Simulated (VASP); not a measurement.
Here is a VASP 6.6.1 calculation.

INCAR

```
SYSTEM = Au
  PREC = Accurate
  ENCUT = 600
  EDIFF = 1E-7
  ISMEAR = 0
  SIGMA = 0.1
  LREAL = .FALSE.
  LASPH = .TRUE.
  NELM = 60
  ALGO = Fast
  ISIF = 3
  LWAVE = .FALSE.
  LCHARG = .FALSE.
  GGA = PE
  IBRION = 2
  NSW = 70
  EDIFFG = -0.008
  PSTRESS = 600.0
```

The input KPOINTS:

```
Automatic mesh
0
G
  18 18 18
  0 0 0
```

File POSCAR:

```
Au
1.0
    0.0000000000      1.9313065744      1.9313065744
    1.9313065744      0.0000000000      1.9313065744
    1.9313065744      1.9313065744      0.0000000000
Au
1
Direct
    0.0000000000      0.0000000000      0.0000000000
```

Potentials or basis: VASP PAW PBE potentials, release 64 (Au).

Run with:

```bash
$ cat potpaw_PBE.64/Au/POTCAR > POTCAR
$ mpirun -np 1 vasp_std > vasp.out
```

(1) Predict the relaxed cell.

(2) Predict the space group after relaxing (to 0.05 Å).

(3) What does it give for the relaxed volume?

Results:

(1) a = 2.728 Å, b = 2.728 Å, c = 2.728 Å, α = 60.00°, β = 60.00°, γ = 60.00°.

(2) Fm-3m (No. 225).

(3) 14.35 Å³/atom.

Caveat: the cell is relaxed towards a set pressure, so the enthalpy falls and the energy may rise.
